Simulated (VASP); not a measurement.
A run of VASP 6.6.1:

File POSCAR:

```
NbReSi
1.0
    6.8253662194      0.0000000000      0.0000000000
   -3.4126831097      5.9109405361      0.0000000000
    0.0000000000      0.0000000000      3.3124149021
Nb Re Si
3 3 3
Direct
    0.0000000000      0.5976725677      0.5000000000
    0.5976725677      0.0000000000      0.5000000000
    0.4023274323      0.4023274323      0.5000000000
    0.7426922135      0.7426922135      0.0000000000
    0.2573077865      0.0000000000      0.0000000000
    0.0000000000      0.2573077865      0.0000000000
    0.0000000000      0.0000000000      0.5000000000
    0.6666666667      0.3333333333      0.0000000000
    0.3333333333      0.6666666667      0.0000000000
```

INCAR.step1

```
SYSTEM = NbReSi
PREC = Accurate
ENCUT = 520
ISMEAR = 0
SIGMA = 0.1
LREAL = .False.
LASPH = .True.
NELM = 100
NBANDS = 46
GGA = PE
ALGO = Normal
EDIFF = 1E-4
LWAVE = .True.
LCHARG = .False.
```

Contents of INCAR.step2:

```
SYSTEM = NbReSi
PREC = Accurate
ENCUT = 520
EDIFF = 1E-6
ISMEAR = 0
SIGMA = 0.1
LREAL = .False.
LASPH = .True.
NELM = 100
ALGO = Normal
ISIF = 2
LWAVE = .False.
LCHARG = .False.
METAGGA = R2SCAN
LMIXTAU = .True.
NBANDS = 46
ISTART = 1
```

Contents of KPOINTS:

```
regular mesh
0
Gamma
  6 6 10
  0 0 0
```

Potentials or basis: VASP PAW PBE potentials, release 64 (Nb_sv, Re, Si).

The run is started by

```sh
$ cat potpaw_PBE.64/Nb_sv/POTCAR potpaw_PBE.64/Re/POTCAR potpaw_PBE.64/Si/POTCAR > POTCAR
$ cp INCAR.step1 INCAR
$ mpirun -np 1 vasp_std > vasp.out
$ cp INCAR.step2 INCAR
$ mpirun -np 1 vasp_std > vasp.out
```

Hardware: 1 thread of Intel(R) Xeon(R) Platinum 8259CL CPU @ 2.50GHz (Skylake/Cascade Lake) (shared host).

Q: Estimate the wall time of this run.

A: Wall time 39 min on 1 thread of Intel(R) Xeon(R) Platinum 8259CL CPU @ 2.50GHz (Skylake/Cascade Lake) (shared host), peak memory 0.45 GiB. Counts: k points 42.
